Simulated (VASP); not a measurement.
# Al2O3 (R-3c) in VASP: notebook, part 2 of 2

VASP 6.6.1. The steps go on from the part before.

## (5) Single point, PBE (10.16 Å³/atom)

This run uses another cell than the first one, of 10.16 Å³/atom.

Input file INCAR:

```
PREC     = Accurate       # precision mode
ENCUT    = 520            # plane-wave cutoff, eV
EDIFF    = 1E-6           # SCF threshold, eV
ISMEAR   = 0              # smearing method
SIGMA    = 0.05           # smearing width, eV
LREAL    = False          # projectors in reciprocal space
LASPH    = True           # aspherical terms in the spheres
NELM     = 60             # most SCF steps
ALGO     = Normal         # electronic algorithm
ISIF     = 2              # what is computed and relaxed
LWAVE    = False          # write WAVECAR
LCHARG   = False          # write CHGCAR
GGA      = PE             # functional
NBANDS   = 35             # bands
```

Input file KPOINTS:

```
Automatic mesh
0
Gamma
  6 6 6
```

Input file POSCAR:

```
Al2O3
1.0
    2.4594265730      1.4199505939      4.8478576988
   -2.4594265730      1.4199505939      4.8478576988
    0.0000000000     -2.8399011879      4.8478576988
Al O
4 6
Direct
    0.8521293568      0.8521293568      0.8521293568
    0.6478706432      0.6478706432      0.6478706432
    0.1478706432      0.1478706432      0.1478706432
    0.3521293568      0.3521293568      0.3521293568
    0.0561574040      0.4438425960      0.7500000000
    0.7500000000      0.0561574040      0.4438425960
    0.4438425960      0.7500000000      0.0561574040
    0.9438425960      0.5561574040      0.2500000000
    0.2500000000      0.9438425960      0.5561574040
    0.5561574040      0.2500000000      0.9438425960
```

Potentials or basis: VASP PAW PBE potentials, release 64 (Al, O).

Started as:

```sh
$ cat potpaw_PBE.64/Al/POTCAR potpaw_PBE.64/O/POTCAR > POTCAR
$ mpirun -np 1 vasp_std > vasp.out
```

OUTCAR:

```text
PREC = Accurate
   ENCUT = 520
   EDIFF = 1E-6
   ISMEAR = 0
   LREAL = False
   LASPH = True
   NELM = 60
   ISIF = 2
   GGA = PE

 ion  position               nearest neighbor table
   1  0.852  0.852  0.852-   9 1.95   8 1.95  10 1.95   7 2.12   6 2.12   5 2.12   3 2.89   3 2.89
                             3 2.89   2 2.97
   2  0.648  0.648  0.648-  10 1.95   8 1.95   9 1.95   6 2.12   7 2.12   5 2.12   4 2.89   4 2.89
                             4 2.89   1 2.97
   3  0.148  0.148  0.148-   6 1.95   5 1.95   7 1.95  10 2.12   9 2.12   8 2.12   1 2.89   1 2.89
                             1 2.89   4 2.97
   4  0.352  0.352  0.352-   7 1.95   5 1.95   6 1.95   9 2.12  10 2.12   8 2.12   2 2.89   2 2.89
                             2 2.89   3 2.97
   5  0.056  0.444  0.750-   3 1.95   4 1.95   1 2.12   2 2.12
   6  0.750  0.056  0.444-   3 1.95   4 1.95   2 2.12   1 2.12
   7  0.444  0.750  0.056-   4 1.95   3 1.95   1 2.12   2 2.12
   8  0.944  0.556  0.250-   1 1.95   2 1.95   3 2.12   4 2.12
   9  0.250  0.944  0.556-   1 1.95   2 1.95   4 2.12   3 2.12
  10  0.556  0.250  0.944-   2 1.95   1 1.95   3 2.12   4 2.12

  LATTYP: Found a trigonal (rhomboedric) cell.
 ALAT       =     5.6184306550
 COS(alpha) =     0.6167627917

  Lattice vectors:

 A1 = (   2.4594265730,   1.4199505939,   4.8478576988)
 A2 = (  -2.4594265730,   1.4199505939,   4.8478576988)
 A3 = (   0.0000000000,  -2.8399011879,   4.8478576988)

Analysis of symmetry for initial positions (statically):
=====================================================================
 Subroutine PRICEL returns:
 Original cell was already a primitive cell.

 Routine SETGRP: Setting up the symmetry group for a
 trigonal (rhombohedral) supercell.

 Subroutine GETGRP returns: Found 12 space group operations
 (whereof  6 operations were pure point group operations)
 out of a pool of 12 trial point group operations.

The static configuration has the point symmetry S_6 .
 The point group associated with its full space group is D_3d.

[... 158 lines left out ...]
   LEPSILON=     F    determine dielectric tensor
   LRPA    =     F    only Hartree local field effects (RPA)
 non-spin polarized calculation
 Gauss-broadening in eV      SIGMA  =   0.05
  energy-cutoff  :      520.00
  volume of cell :      101.58
 maximum number of plane-waves:      2752
 NGX is ok and might be reduce to    42
   NGX = 21   NGY = 21   NGZ = 21

 number of electron      47.9999999 magnetization

 Free energy of the ion-electron system (eV)
  ---------------------------------------------------
  ext. energy  EPLUGINS =         0.00000000
  ---------------------------------------------------
  free energy    TOTEN  =       -73.19431723 eV

  energy without entropy =      -73.19431723  energy(sigma->0) =      -73.19431723

 E-fermi :   4.7801     XC(G=0): -10.8311

 val. band max:        4.5053976980   @ k =   0.0000   0.0000   0.0000
 cond. band min:       8.3000709596   @ k =   0.0000   0.0000   0.0000
 fundamental gap:      3.7946732615
 Fermi energy:         4.7800897141

 k-point     1 :       0.0000    0.0000    0.0000
  band No.  band energies     occupation
      1     -13.7323      2.00000
      2     -12.2598      2.00000
      3     -11.7485      2.00000
      4     -11.7485      2.00000
      5     -11.5428      2.00000
      6     -11.5428      2.00000
[... 901 lines left out ...]
     34      16.4659      0.00000
     35      16.5534      0.00000

 [... further k-points ...]

------------------------ aborting loop because EDIFF is reached ----------------------------------------

  FORCE on cell =-STRESS in cart. coord.  units (eV):
  Direction    XX          YY          ZZ          XY          YZ          ZX
  --------------------------------------------------------------------------------------
  -------------------------------------------------------------------------------------
  Total      -10.4190406    -10.4190406    -25.7678579      0.0000000      0.0000000      0.0000000
  in kB     -164.3350130   -164.3350129   -406.4252588      0.0000000      0.0000000      0.0000000
  external PRESSURE =    -245.0317616 kB  Pullay stress =       0.0000000 kB

 VOLUME and BASIS-vectors are now :
 -----------------------------------------------------------------------------
  energy-cutoff  :      520.00
  volume of cell :      101.58
      direct lattice vectors                 reciprocal lattice vectors
     2.459426573  1.419950594  4.847857699     0.203299422  0.117374976  0.068758894
    -2.459426573  1.419950594  4.847857699    -0.203299422  0.117374976  0.068758894
     0.000000000 -2.839901188  4.847857699     0.000000000 -0.234749952  0.068758894

 POSITION                                       TOTAL-FORCE (eV/Angst)
 -----------------------------------------------------------------------------------
      0.00000     -0.00000     12.39301         0.000000      0.000000     -0.042180
      0.00000     -0.00000      9.42235         0.000000     -0.000000      0.042180
      0.00000     -0.00000      2.15057         0.000000     -0.000000      0.042180
      0.00000     -0.00000      5.12122         0.000000      0.000000     -0.042180
     -0.95348     -1.41995      6.05982         0.121328     -0.000000     -0.000000
      1.70645     -0.11577      6.05982        -0.060664      0.105074     -0.000000
     -0.75297      1.53572      6.05982        -0.060664     -0.105074     -0.000000
      0.95348      1.41995      8.48375        -0.121328     -0.000000     -0.000000
     -1.70645      0.11577      8.48375         0.060664     -0.105074     -0.000000
      0.75297     -1.53572      8.48375         0.060664      0.105074     -0.000000
 -----------------------------------------------------------------------------------
    total drift:                                0.000000      0.000000     -0.000000

  FREE ENERGIE OF THE ION-ELECTRON SYSTEM (eV)
  ---------------------------------------------------
  free  energy   TOTEN  =       -73.1943172287 eV

  energy  without entropy=      -73.1943172287  energy(sigma->0) =      -73.19431723
```

OSZICAR:

```text
N       E                     dE             d eps       ncg     rms          rms(c)
DAV:   1     0.227005165407E+03    0.22701E+03   -0.24444E+04  2240   0.128E+03
DAV:   2    -0.659845535256E+02   -0.29299E+03   -0.28089E+03  2936   0.270E+02
DAV:   3    -0.809389296355E+02   -0.14954E+02   -0.14877E+02  2901   0.636E+01
DAV:   4    -0.810698793477E+02   -0.13095E+00   -0.13085E+00  2736   0.683E+00
DAV:   5    -0.810716498946E+02   -0.17705E-02   -0.17700E-02  2859   0.792E-01    0.168E+01
DAV:   6    -0.731676491317E+02    0.79040E+01   -0.30437E+01  2732   0.284E+01    0.583E+00
DAV:   7    -0.731909634235E+02   -0.23314E-01   -0.80337E-01  2650   0.460E+00    0.326E+00
DAV:   8    -0.731908317928E+02    0.13163E-03   -0.12912E-01  2808   0.267E+00    0.651E-01
DAV:   9    -0.731934677800E+02   -0.26360E-02   -0.22105E-02  2928   0.755E-01    0.320E-01
DAV:  10    -0.731943957281E+02   -0.92795E-03   -0.14034E-03  2557   0.212E-01    0.795E-02
DAV:  11    -0.731943123582E+02    0.83370E-04   -0.44790E-04  2904   0.116E-01    0.226E-02
DAV:  12    -0.731943188980E+02   -0.65398E-05   -0.25597E-05  2629   0.283E-02    0.909E-03
DAV:  13    -0.731943173410E+02    0.15570E-05   -0.90444E-06  2888   0.157E-02    0.250E-03
DAV:  14    -0.731943172287E+02    0.11230E-06   -0.30205E-07  1570   0.335E-03
   1 F= -.73194317E+02 E0= -.73194317E+02  d E =-.204972E-16
```

stdout:

```text
POSCAR found type information on POSCAR AlO
 POSCAR found :  2 types and      10 ions
 scaLAPACK will be used
 LDA part: xc-table for (Slater+PW92), standard interpolation
 POSCAR, INCAR and KPOINTS ok, starting setup
 FFT: planning ... GRIDC
 FFT: planning ... GRID_SOFT
 FFT: planning ... GRID
 WAVECAR not read
 entering main loop
```

Run time: 2.6 min. Hardware: 1 thread of Intel Xeon 8259CL, shared host; peak memory 0.29 GiB.

Results:

| Item | Value |
| --- | --- |
| Free energy | -73.1943 eV |
| Pressure | -24.5 GPa |
| Largest force | 0.121 eV/Å |
| Band gap on the k mesh | 3.79 eV |

Forces in eV/Å, atoms in the order of the input:
```
Al   0.000  0.000 -0.042
Al   0.000  0.000  0.042
Al   0.000  0.000  0.042
Al   0.000  0.000 -0.042
O    0.121  0.000  0.000
O   -0.061  0.105  0.000
O   -0.061 -0.105  0.000
O   -0.121  0.000  0.000
O    0.061 -0.105  0.000
O    0.061  0.105  0.000
```

Levels at points of the mesh, in eV from the valence-band top:
| k point | band 21 | band 22 | band 23 | band 24 | band 25 | band 26 | band 27 | band 28 |
| --- | --- | --- | --- | --- | --- | --- | --- | --- |
| (0.00, 0.00, 0.00) | -0.37 | -0.37 | 0.00 | 0.00 | 3.79 | 8.08 | 8.14 | 8.94 |
| (0.50, 0.00, 0.00) | -0.85 | -0.85 | -0.44 | -0.44 | 6.86 | 6.86 | 7.70 | 7.70 |
| (0.50, 0.50, 0.00) | -0.95 | -0.88 | -0.78 | -0.41 | 7.02 | 7.59 | 8.52 | 8.62 |
| (0.50, 0.50, 0.50) | -0.22 | -0.22 | -0.22 | -0.22 | 6.65 | 6.65 | 9.00 | 9.00 |

Caveat: the stress differs along the axes, from -41 to -16 GPa.

## (6) Single point, PBE (10.16 Å³/atom)

This run uses another cell than the first one, of 10.16 Å³/atom.

Input file INCAR:

```
PREC = Accurate
ENCUT = 520
EDIFF = 1E-6
ISMEAR = 0
SIGMA = 0.05
LREAL = False
LASPH = True
NELM = 100
ALGO = Normal
ISIF = 2
LWAVE = False
LCHARG = False
GGA = PE
NBANDS = 35
```

KPOINTS is that of step 5.

POSCAR, as its differences from that of step 5:

```diff
@@ -2,5 +2,5 @@
 1.0
-    2.4594265730      1.4199505939      4.8478576988
-   -2.4594265730      1.4199505939      4.8478576988
-    0.0000000000     -2.8399011879      4.8478576988
+    2.5944430027      1.4979023660      4.3564157272
+   -2.5944430027      1.4979023660      4.3564157272
+    0.0000000000     -2.9958047320      4.3564157272
 Al O
```

Potentials or basis: VASP PAW PBE potentials, release 64 (Al, O).

Started as:

```sh
$ cat potpaw_PBE.64/Al/POTCAR potpaw_PBE.64/O/POTCAR > POTCAR
$ mpirun -np 1 vasp_std > vasp.out
```

OUTCAR:

```text
PREC = Accurate
   ENCUT = 520
   EDIFF = 1E-6
   ISMEAR = 0
   LREAL = False
   LASPH = True
   NELM = 100
   ISIF = 2
   GGA = PE

 ion  position               nearest neighbor table
   1  0.852  0.852  0.852-   9 1.99   8 1.99  10 1.99   7 2.07   6 2.07   5 2.07   2 2.67   3 3.04
                             3 3.04   3 3.04
   2  0.648  0.648  0.648-  10 1.99   8 1.99   9 1.99   6 2.07   7 2.07   5 2.07   1 2.67   4 3.04
                             4 3.04   4 3.04
   3  0.148  0.148  0.148-   6 1.99   5 1.99   7 1.99  10 2.07   9 2.07   8 2.07   4 2.67   1 3.04
                             1 3.04   1 3.04
[... 1141 lines left out ...]

 VOLUME and BASIS-vectors are now :
 -----------------------------------------------------------------------------
  energy-cutoff  :      520.00
  volume of cell :      101.58
      direct lattice vectors                 reciprocal lattice vectors
     2.594443003  1.497902366  4.356415727     0.192719593  0.111266709  0.076515501
    -2.594443003  1.497902366  4.356415727    -0.192719593  0.111266709  0.076515501
     0.000000000 -2.995804732  4.356415727     0.000000000 -0.222533418  0.076515501

 POSITION                                       TOTAL-FORCE (eV/Angst)
 -----------------------------------------------------------------------------------
      0.00000      0.00000     11.13669        -0.000000      0.000000      0.387312
      0.00000      0.00000      8.46718        -0.000000     -0.000000     -0.387312
      0.00000      0.00000      1.93256        -0.000000     -0.000000     -0.387312
      0.00000      0.00000      4.60207        -0.000000     -0.000000      0.387312
     -1.00583     -1.49790      5.44552        -0.338782     -0.000000      0.000000
      1.80014     -0.12212      5.44552         0.169391     -0.293394      0.000000
     -0.79431      1.62002      5.44552         0.169391      0.293394      0.000000
      1.00583      1.49790      7.62373         0.338782     -0.000000     -0.000000
     -1.80014      0.12212      7.62373        -0.169391      0.293394      0.000000
      0.79431     -1.62002      7.62373        -0.169391     -0.293394      0.000000
 -----------------------------------------------------------------------------------
    total drift:                               -0.000000      0.000000     -0.000000

  FREE ENERGIE OF THE ION-ELECTRON SYSTEM (eV)
  ---------------------------------------------------
  free  energy   TOTEN  =       -73.0894740618 eV

  energy  without entropy=      -73.0894740618  energy(sigma->0) =      -73.08947406
```

OSZICAR:

```text
N       E                     dE             d eps       ncg     rms          rms(c)
DAV:   1     0.225073376766E+03    0.22507E+03   -0.24435E+04  2240   0.128E+03
DAV:   2    -0.658633861310E+02   -0.29094E+03   -0.27832E+03  2896   0.273E+02
DAV:   3    -0.807991971034E+02   -0.14936E+02   -0.14862E+02  2837   0.636E+01
DAV:   4    -0.809288223650E+02   -0.12963E+00   -0.12952E+00  2752   0.681E+00
DAV:   5    -0.809305040229E+02   -0.16817E-02   -0.16813E-02  2809   0.770E-01    0.167E+01
DAV:   6    -0.730836620897E+02    0.78468E+01   -0.30192E+01  2746   0.282E+01    0.581E+00
DAV:   7    -0.730912861370E+02   -0.76240E-02   -0.76055E-01  2621   0.458E+00    0.324E+00
DAV:   8    -0.730864725815E+02    0.48136E-02   -0.14847E-01  2701   0.281E+00    0.611E-01
DAV:   9    -0.730885097237E+02   -0.20371E-02   -0.22460E-02  2928   0.754E-01    0.327E-01
DAV:  10    -0.730895286003E+02   -0.10189E-02   -0.13753E-03  2543   0.211E-01    0.838E-02
DAV:  11    -0.730894689108E+02    0.59689E-04   -0.44747E-04  2872   0.118E-01    0.256E-02
DAV:  12    -0.730894761506E+02   -0.72398E-05   -0.27211E-05  2601   0.305E-02    0.994E-03
DAV:  13    -0.730894742829E+02    0.18677E-05   -0.99550E-06  2848   0.167E-02    0.212E-03
DAV:  14    -0.730894740618E+02    0.22107E-06   -0.41869E-07  1693   0.399E-03
   1 F= -.73089474E+02 E0= -.73089474E+02  d E =-.152486E-19
```

stdout:

```text
POSCAR found type information on POSCAR AlO
 POSCAR found :  2 types and      10 ions
 scaLAPACK will be used
 LDA part: xc-table for (Slater+PW92), standard interpolation
 POSCAR, INCAR and KPOINTS ok, starting setup
 FFT: planning ... GRIDC
 FFT: planning ... GRID_SOFT
 FFT: planning ... GRID
 WAVECAR not read
 entering main loop
```

Wall time 2.2 min (1 thread of Intel Xeon 8259CL, shared host); peak memory 0.27 GiB.

What came out:

```
Free energy            : -73.0895 eV
Pressure               : -25.6 GPa
Largest force          : 0.387 eV/Å
Band gap on the k mesh : 3.57 eV
```

Forces in eV/Å, atoms in the order of the input:
```
Al   0.000  0.000  0.387
Al   0.000  0.000 -0.387
Al   0.000  0.000 -0.387
Al   0.000  0.000  0.387
O   -0.339  0.000  0.000
O    0.169 -0.293  0.000
O    0.169  0.293  0.000
O    0.339  0.000  0.000
O   -0.169  0.293  0.000
O   -0.169 -0.293  0.000
```

Stress tensor (GPa, compression positive):
```
-34.33   0.00   0.00
  0.00 -34.33   0.00
  0.00   0.00  -8.26
```

Levels at points of the mesh, in eV from the valence-band top:
```csv
k point,band 21,band 22,band 23,band 24,band 25,band 26,band 27,band 28
"(0.00, 0.00, 0.00)",-0.63,-0.56,-0.56,0.00,3.57,6.95,8.34,8.94
"(0.50, 0.00, 0.00)",-0.95,-0.95,-0.40,-0.40,6.92,6.92,7.53,7.53
"(0.50, 0.50, 0.00)",-1.21,-1.14,-0.71,-0.39,7.12,7.39,7.58,8.44
"(0.50, 0.50, 0.50)",-0.83,-0.83,-0.83,-0.83,6.17,6.17,9.18,9.18
```

Caveat: the stress differs along the axes, from -34 to -8 GPa.

## (7) Summary

```tsv
cell	gap on the mesh (eV)	pressure (GPa)	largest force (eV/Å)
a = 5.358 Å, angles 55.3°, 10 atoms	4.65	-19.2	0.09
a = 5.389 Å, angles 56.4°, 10 atoms	3.96	-25.6	0.20
a = 5.499 Å, angles 54.2°, 10 atoms	4.06	-25.2	0.05
a = 5.618 Å, angles 51.9°, 10 atoms	3.79	-24.5	0.12
a = 5.287 Å, angles 58.8°, 10 atoms	3.57	-25.6	0.39
```

Alike in all rows: task single point; level PBE; potentials or basis VASP PAW PBE potentials, release 64 (Al, O); no spin polarisation; k mesh 6 × 6 × 6; cutoff (eV) 520; smearing gaussian 0.05 eV.

Caveats: the cell stands under tension (at least some runs); the stress differs along the axes, from -29 to -19 GPa (at least some runs); the stress differs along the axes, from -30 to -23 GPa (at least some runs); the stress differs along the axes, from -41 to -16 GPa (at least some runs); the stress differs along the axes, from -34 to -8 GPa (at least some runs).

Absolute energies hang on the potentials; compare differences alone.
